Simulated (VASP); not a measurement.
The system is MoS2, a slab with vacuum.

```
CELL_PARAMETERS angstrom
3.18402 0.00000 0.00000
-1.59201 2.75744 0.00000
0.00000 0.00000 28.38732
ATOMIC_POSITIONS crystal
Mo 0.33333 0.66667 0.22816
Mo 0.33333 0.66667 0.77184
Mo 0.66667 0.33333 0.00000
S 0.66667 0.33333 0.17349
S 0.66667 0.33333 0.71719
S 0.33333 0.66667 0.94533
S 0.66667 0.33333 0.28281
S 0.66667 0.33333 0.82651
S 0.33333 0.66667 0.05467
```

Base run:

* Program: VASP 6.6.1
* Functional: r2SCAN
* Potentials or basis: VASP PAW PBE potentials, release 64 (Mo_sv, S)
* Cutoff: 520 eV
* k mesh: 10 × 10 × 1
* Occupations: fermi-dirac, width 0.05 eV
* Spin: no spin polarisation

Its results: band gap on the k mesh 1.40 eV (least direct gap 2.00 eV); largest force 0.020 eV/Å.

Problem. The run is repeated on the same cell with these changes: functional from r2SCAN to LDA; potentials or basis from VASP PAW PBE potentials, release 64 (Mo_sv, S) to VASP PAW LDA potentials, release 64 (Mo_sv, S); cutoff from 520 eV to 500 eV. What comes out?

Solution. Band gap on the k mesh 1.29 eV (least direct gap 1.88 eV); largest force 0.379 eV/Å.

Caveats: the PAW data sets were made with another functional, which shifts forces and pressure a little (at least some runs).

A k mesh can miss the band edges.
